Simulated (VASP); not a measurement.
Na2Y:

```
CELL_PARAMETERS angstrom
-3.46204 3.46204 2.88181
3.46204 -3.46204 2.88181
3.46204 3.46204 -2.88181
ATOMIC_POSITIONS crystal
Na 0.66700 0.16700 0.83400
Na 0.16700 0.33300 0.50000
Na 0.33300 0.83300 0.16600
Na 0.83300 0.66700 0.50000
Y 0.25000 0.25000 0.00000
Y 0.75000 0.75000 0.00000
```

- Program: VASP 6.6.1
- Task: relaxation of cell and atoms
- Functional: PBE
- Potentials or basis: VASP PAW PBE potentials, release 64 (Na_pv, Y_sv)
- Cutoff: 600 eV
- k mesh: 4 × 4 × 4
- Occupations: gaussian, width 0.1 eV
- Spin: no spin polarisation

At the start: pressure 16.0 GPa; volume 23.03 Å³/atom.

Problem. How do energy, volume and symmetry change on relaxing?

Solution. Over 16 steps the energy falls by 567.5 meV/atom and the volume is 37.91 Å³/atom (+64.6 %); space group I4/mcm (No. 140, to 0.1 Å) before and after.

Step by step:
```
step  energy change (eV)  largest force (eV/Å)  pressure (GPa)  volume (Å³)
   1              0.0000                1.1327           15.99       138.16
   2             -2.8947                0.4514            3.43       189.39
   3             -3.2468                0.2736            0.79       214.56
   4             -3.2865                0.2148            0.09       225.01
   5             -3.2890                0.1996           -0.06       227.90
   6             -3.2888                0.1890           -0.18       230.00
   7             -3.3153                0.1769           -0.17       229.71
   8             -3.3688                0.1315           -0.06       228.58
   9             -3.3337                0.0259            0.28       225.21
  10             -3.3832                0.1024            0.01       227.79
  11             -3.3835                0.0840            0.06       227.21
  12             -3.3844                0.0919            0.06       227.47
  13             -3.3894                0.0780           -0.02       228.46
  14             -3.3958                0.0308           -0.30       231.44
  15             -3.3987                0.0253           -0.26       230.44
  16             -3.4049                0.0056           -0.12       227.44
```

Final structure:
```
CELL_PARAMETERS angstrom
-4.19457 4.19457 3.23170
4.19457 -4.19457 3.23170
4.19457 4.19457 -3.23170
ATOMIC_POSITIONS crystal
Na 0.64473 0.14473 0.78947
Na 0.14473 0.35527 0.50000
Na 0.35527 0.85527 0.21053
Na 0.85527 0.64473 0.50000
Y 0.25000 0.25000 0.00000
Y 0.75000 0.75000 0.00000
```

Caveat: the volume moved by over 15 % at a fixed basis, so the end points are rough.
